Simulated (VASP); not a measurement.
# Mo (P6/mmm) in VASP: single point with PBEsol

Aim: the single point of Mo with PBEsol.

All numbers are computed with VASP 6.6.1; they aren't measurements. Logs are shortened: lines on timing, memory, paths and dates and some standing lists are left out, and cuts for length are marked.

### 1 The cell of the first run

The structure is hexagonal, space group P6/mmm (No. 191). Conventional cell: a = 2.513 Å, b = 2.513 Å, c = 2.968 Å, α = 90.00°, β = 90.00°, γ = 120.00°. Within 3.3 Å of Mo (site symmetry 6/mmm) lie 8 Mo at 2.51 to 2.97 Å.

### 2 Single point, PBEsol

Contents of INCAR:

```
SYSTEM = Mo
PREC = Accurate ; ENCUT = 520
EDIFF = 1E-6 ; ISMEAR = 0
SIGMA = 0.15 ; LREAL = .FALSE.
LASPH = .TRUE. ; NELM = 60
ALGO = Fast ; ISIF = 2
LWAVE = .FALSE. ; LCHARG = .TRUE.
GGA = PS ; LELF = .TRUE.
LVHAR = .TRUE. ; NBANDS = 13
```

Contents of KPOINTS:

```
Automatic mesh
0
G
  30 30 26
  0 0 0
```

Contents of POSCAR:

```
Mo
1.0
    2.5126931491      0.0000000000      0.0000000000
   -1.2563465745      2.1760560990      0.0000000000
    0.0000000000      0.0000000000      2.9684016168
Mo
1
Direct
    0.0000000000      0.0000000000      0.5000000000
```

Potentials or basis: VASP PAW PBE potentials, release 64 (Mo_sv).

Started as:

```console
> cat potpaw_PBE.64/Mo_sv/POTCAR > POTCAR
> mpirun -np 1 vasp_std > vasp.out
```

OUTCAR:

```text
SYSTEM = Mo
   PREC = Accurate
   ENCUT = 520
   EDIFF = 1E-6
   ISMEAR = 0
   LREAL = .FALSE.
   LASPH = .TRUE.
   NELM = 60
   ISIF = 2
   GGA = PS

 ion  position               nearest neighbor table
   1  0.000  0.000  0.500-

  LATTYP: Found a hexagonal cell.
 ALAT       =     2.5126931491
 C/A-ratio  =     1.1813625623

  Lattice vectors:

 A1 = (   2.5126931491,   0.0000000000,   0.0000000000)
 A2 = (  -1.2563465745,   2.1760560990,   0.0000000000)
 A3 = (   0.0000000000,   0.0000000000,   2.9684016168)

Analysis of symmetry for initial positions (statically):
=====================================================================
 Subroutine PRICEL returns:
 Original cell was already a primitive cell.

 Routine SETGRP: Setting up the symmetry group for a
 hexagonal supercell.

 Subroutine GETGRP returns: Found 24 space group operations
 (whereof 24 operations were pure point group operations)
 out of a pool of 24 trial point group operations.

The static configuration has the point symmetry D_6h.

Analysis of symmetry for dynamics (positions and initial velocities):
=====================================================================
 Subroutine PRICEL returns:
 Original cell was already a primitive cell.

 Routine SETGRP: Setting up the symmetry group for a
 hexagonal supercell.

 Subroutine GETGRP returns: Found 24 space group operations
 (whereof 24 operations were pure point group operations)
 out of a pool of 24 trial point group operations.

The dynamic configuration has the point symmetry D_6h.

 Subroutine INISYM returns: Found 24 space group operations
 (whereof 24 operations are pure point group operations),
 and found     1 'primitive' translations

----------------------------------------------------------------------------------------

                                     Primitive cell

  volume of cell :      16.2305

  direct lattice vectors                    reciprocal lattice vectors
     2.512693149  0.000000000  0.000000000     0.397979355  0.229773488  0.000000000
    -1.256346574  2.176056099  0.000000000     0.000000000  0.459546976  0.000000000
     0.000000000  0.000000000  2.968401617     0.000000000  0.000000000  0.336881638

  length of vectors
     2.512693149  2.512693149  2.968401617     0.459546976  0.459546976  0.336881638

  position of ions in fractional coordinates (direct lattice)
     0.000000000  0.000000000  0.500000000

  ion indices of the primitive-cell ions
   primitive index   ion index
                 1           1

----------------------------------------------------------------------------------------

 KPOINTS: Automatic mesh

Automatic generation of k-mesh.
 Grid dimensions read from file:
 generate k-points for:   30   30   26

 Generating k-lattice:

  Cartesian coordinates                     Fractional coordinates (reciprocal lattice)
     0.013265979  0.007659116  0.000000000     0.033333333  0.000000000  0.000000000
     0.000000000  0.015318233  0.000000000     0.000000000  0.033333333  0.000000000
     0.000000000  0.000000000  0.012956986     0.000000000  0.000000000  0.038461538

  Length of vectors
     0.015318233  0.015318233  0.012956986

  Shift w.r.t. Gamma in fractional coordinates (k-lattice)
     0.000000000  0.000000000  0.000000000

 Subroutine IBZKPT returns following result:
 ===========================================

 Found   1274 irreducible k-points:

 Following reciprocal coordinates:
            Coordinates               Weight
  0.000000  0.000000  0.000000      1.000000
  0.033333 -0.000000  0.000000      6.000000
  0.066667 -0.000000  0.000000      6.000000
  0.100000 -0.000000  0.000000      6.000000
  0.133333  0.000000  0.000000      6.000000
  0.166667  0.000000  0.000000      6.000000
[... 16 lines left out ...]
  0.233333  0.033333  0.000000     12.000000
  0.266667  0.033333  0.000000     12.000000
 [... further k-points ...]
   k-points           NKPTS =   1274   k-points in BZ     NKDIM =   1274   number of bands    NBANDS=     13
   number of dos      NEDOS =    301   number of ions     NIONS =      1
   total plane-waves  NPLWV =   9600
   dimension x,y,z NGX =    20 NGY =   20 NGZ =   24
   dimension x,y,z NGXF=    40 NGYF=   40 NGZF=   48
   ions per type =               1
   NGX,Y,Z   is equivalent  to a cutoff of  13.23, 13.23, 13.44 a.u.
   NGXF,Y,Z  is equivalent  to a cutoff of  26.46, 26.46, 26.88 a.u.
 SYSTEM =  Mo
   PREC   = accura    normal or accurate (medium, high low for compatibility)
   ISTART =      0    job   : 0-new  1-cont  2-samecut
   ICHARG =      2    charge: 1-file 2-atom 10-const
   ISPIN  =      1    spin polarized calculation?
   LNONCOLLINEAR =      F non collinear calculations
   LSORBIT =      F    spin-orbit coupling
   LASPH  =      T    aspherical Exc in radial PAW
   ENCUT  =  520.0 eV  38.22 Ry    6.18 a.u.   4.67  4.67  5.52*2*pi/ulx,y,z
   NELM   =     60;   NELMIN=  2; NELMDL= -5     # of ELM steps
   EDIFF  = 0.1E-05   stopping-criterion for ELM
   LREAL  =      F    real-space projection
   EDIFFG = 0.1E-04   stopping-criterion for IOM
   NSW    =      0    number of steps for IOM
   IBRION =     -1    ionic relax: 0-MD 1-quasi-New 2-CG
   NFREE  =      0    steps in history (QN), initial steepest desc. (CG)
   ISIF   =      2    stress and relaxation
   ISYM   =      2    0-nonsym 1-usesym 2-fastsym
   POTIM  = 0.5000    time-step for ionic-motion
   TEBEG  =    0.0;   TEEND  =   0.0 temperature during run
   PSTRESS=    0.0 pullay stress
   NELECT =      14.0000    total number of electrons
   NUPDOWN=      -1.0000    fix difference up-down
   EMIN   =  10.00;   EMAX   =-10.00  energy-range for DOS
   EFERMI =   0.00;   METHOD = LEGACY
   ISMEAR =     0;   SIGMA  =   0.15  broadening in eV -4-tet -1-fermi 0-gaus
   EFERMI_NEDOS =   21; number of points for ismear=-14 and -15
   IALGO  =     68    algorithm
   IMIX   =      4    mixing-type and parameters
     AMIX     =   0.40;   BMIX     =  1.00
     AMIX_MAG =   1.60;   BMIX_MAG =  1.00
  volume/ion in A,a.u.               =      16.23       109.53
  Fermi-wavevector in a.u.,A,eV,Ry     =   1.558380  2.944912 33.042416  2.428549
  Thomas-Fermi vector in A             =   2.661893
   LORBIT       =      0    0 simple, 1 ext, 2 COOP (PROOUT), +10 PAW based schemes
   GGA     = PS    functional components
   LHFCALC =     F    Hartree Fock is set to
   AEXX    =    0.0000 exact exchange contribution
   IVDW    =     0    specifies the selected vdW correction
   LEPSILON=     F    determine dielectric tensor
   LRPA    =     F    only Hartree local field effects (RPA)
 non-spin polarized calculation
 RMM-DIIS sequential band-by-band and
 Gauss-broadening in eV      SIGMA  =   0.15
  energy-cutoff  :      520.00
  volume of cell :       16.23
 maximum number of plane-waves:       456
 NGX is ok and might be reduce to    20
   NGX =  9   NGY =  9   NGZ = 11

 number of electron      13.9999999 magnetization

 Free energy of the ion-electron system (eV)
  ---------------------------------------------------
  ext. energy  EPLUGINS =         0.00000000
  ---------------------------------------------------
  free energy    TOTEN  =       -10.33426759 eV

  energy without entropy =      -10.32166631  energy(sigma->0) =      -10.32796695

 E-fermi :  11.8054     XC(G=0): -13.1135

 val. band max:       11.8036727339   @ k =   0.3333   0.3000   0.5000
 cond. band min:      11.8056776072   @ k =   0.4000   0.0667   0.2308
 fundamental gap:      0.0020048733
 Fermi energy:        11.8053577677

 k-point     1 :       0.0000    0.0000    0.0000
  band No.  band energies     occupation
      1     -49.2842      2.00000
      2     -23.0566      2.00000
      3     -21.8451      2.00000
      4     -21.8451      2.00000
      5       5.0312      2.00000
      6       7.2401      2.00000
      7      10.8891      2.00000
      8      10.8891      2.00000
      9      15.9097      0.00000
     10      15.9097      0.00000
     11      22.5010      0.00000
     12      26.1479      0.00000
     13      33.9279      0.00000

 k-point     2 :       0.0333   -0.0000    0.0000
  band No.  band energies     occupation
      1     -49.2783      2.00000
      2     -23.0520      2.00000
      3     -21.8789      2.00000
      4     -21.8525      2.00000
      5       5.0856      2.00000
      6       7.2793      2.00000
      7      10.8285      2.00000
      8      10.9442      2.00000
      9      15.7659      0.00000
     10      15.8936      0.00000
     11      22.6797      0.00000
     12      26.2885      0.00000
     13      33.6570      0.00000

 k-point     3 :       0.0667   -0.0000    0.0000
  band No.  band energies     occupation
      1     -49.2607      2.00000
      2     -23.0385      2.00000
      3     -21.9782      2.00000
      4     -21.8742      2.00000
      5       5.2439      2.00000
      6       7.3955      2.00000
      7      10.6596      2.00000
      8      11.1087      2.00000
      9      15.3778      0.00000
     10      15.8464      0.00000
     11      23.1712      0.00000
     12      26.6963      0.00000
     13      32.9512      0.00000
[... 305 lines left out ...]
 k-point    23 :       0.2333    0.0333    0.0000
  band No.  band energies     occupation
      1     -49.0031      2.00000
      2     -23.3084      2.00000
      3     -22.8419      2.00000
      4     -22.1876      2.00000
      5       6.9546      2.00000
      6       8.1273      2.00000
      7      10.7121      2.00000
      8      12.0447      0.02404
      9      13.8728      0.00000
     10      15.1820      0.00000
     11      26.7410      0.00000
     12      27.7515      0.00000
     13      30.6586      0.00000

 k-point    24 :       0.2667    0.0333    0.0000
  band No.  band energies     occupation
      1     -48.9438      2.00000
      2     -23.5889      2.00000
      3     -22.7971      2.00000
      4     -22.2555      2.00000
      5       6.9710      2.00000
      6       8.2662      2.00000
      7      11.3591      1.99997
      8      11.5256      1.99164
      9      14.6091      0.00000
     10      15.0443      0.00000
     11      25.7997      0.00000
     12      28.3431      0.00000
     13      30.4427      0.00000

 [... further k-points ...]
[... 5 lines left out ...]
  --------------------------------------------------------------------------------------
  -------------------------------------------------------------------------------------
  Total        3.7979137      3.7979137     -2.1054279      0.0000000      0.0000000      0.0000000
  in kB      374.9069334    374.9069334   -207.8350338      0.0000000      0.0000000      0.0000000
  external PRESSURE =     180.6596110 kB  Pullay stress =       0.0000000 kB

 VOLUME and BASIS-vectors are now :
 -----------------------------------------------------------------------------
  energy-cutoff  :      520.00
  volume of cell :       16.23
      direct lattice vectors                 reciprocal lattice vectors
     2.512693149  0.000000000  0.000000000     0.397979355  0.229773488  0.000000000
    -1.256346574  2.176056099  0.000000000     0.000000000  0.459546976  0.000000000
     0.000000000  0.000000000  2.968401617     0.000000000  0.000000000  0.336881638

 POSITION                                       TOTAL-FORCE (eV/Angst)
 -----------------------------------------------------------------------------------
      0.00000      0.00000      1.48420        -0.000000      0.000000      0.000000
 -----------------------------------------------------------------------------------
    total drift:                               -0.000000      0.000000      0.000000

  FREE ENERGIE OF THE ION-ELECTRON SYSTEM (eV)
  ---------------------------------------------------
  free  energy   TOTEN  =       -10.3342675947 eV

  energy  without entropy=      -10.3216663126  energy(sigma->0) =      -10.32796695
```

Run time: 2.4 min. Hardware: 1 thread of Intel Xeon Platinum 8375C at 2.90GHz (Ice Lake), shared host; peak memory 0.35 GiB.

Results:

```yaml
Free_energy: -10.3343 eV
Pressure: 18.1 GPa
Band_gap_on_the_k_mesh: zero (band 7 reaches 13.59 eV, above the bottom of band 8 at 10.77 eV)
```

Caveat: the PAW data sets were made with another functional, which shifts forces and pressure a little.
